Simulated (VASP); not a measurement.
A run of VASP 6.6.1:

The input INCAR:

```
SYSTEM = Se
ALGO     = Normal         ! electronic algorithm
EDIFF    = 1E-6           ! SCF threshold, eV
EDIFFG   = -0.01          ! ionic threshold
ENCUT    = 600            ! plane-wave cutoff, eV
GGA      = PS             ! functional
IBRION   = 2              ! ionic algorithm
ISIF     = 3              ! what is computed and relaxed
ISMEAR   = -1             ! smearing method
LASPH    = .TRUE.         ! aspherical terms in the spheres
LCHARG   = .FALSE.        ! write CHGCAR
LREAL    = .FALSE.        ! projectors in reciprocal space
LWAVE    = .FALSE.        ! write WAVECAR
NELM     = 80             ! most SCF steps
NSW      = 80             ! ionic steps
PREC     = Accurate       ! precision mode
SIGMA    = 0.05           ! smearing width, eV
```

The input KPOINTS:

```
k-points
0
G
  5 5 4
  0 0 0
```

POSCAR

```
Se
1.0
    4.3661999489      0.0000000000      0.0000000000
   -2.1830999745      3.7812400738      0.0000000000
    0.0000000000      0.0000000000      4.9536000000
Se
3
Direct
    0.2254000000      0.0000000000      0.3333333333
    0.0000000000      0.2254000000      0.6666666667
    0.7746000000      0.7746000000      0.0000000000
```

Potentials or basis: VASP PAW PBE potentials, release 64 (Se).

The run is started by

```bash
$ cat potpaw_PBE.64/Se/POTCAR > POTCAR
$ mpirun -np 1 vasp_std > vasp.out
```

Hardware: 1 thread of Intel Xeon 8259CL, on a shared host.

Q: Estimate the wall time of this run.

A: Run time: 3.4 min on 1 thread of Intel Xeon 8259CL (shared host), peak memory 0.24 GiB. Counts: scf iterations 82, k points 17, ion steps 13.
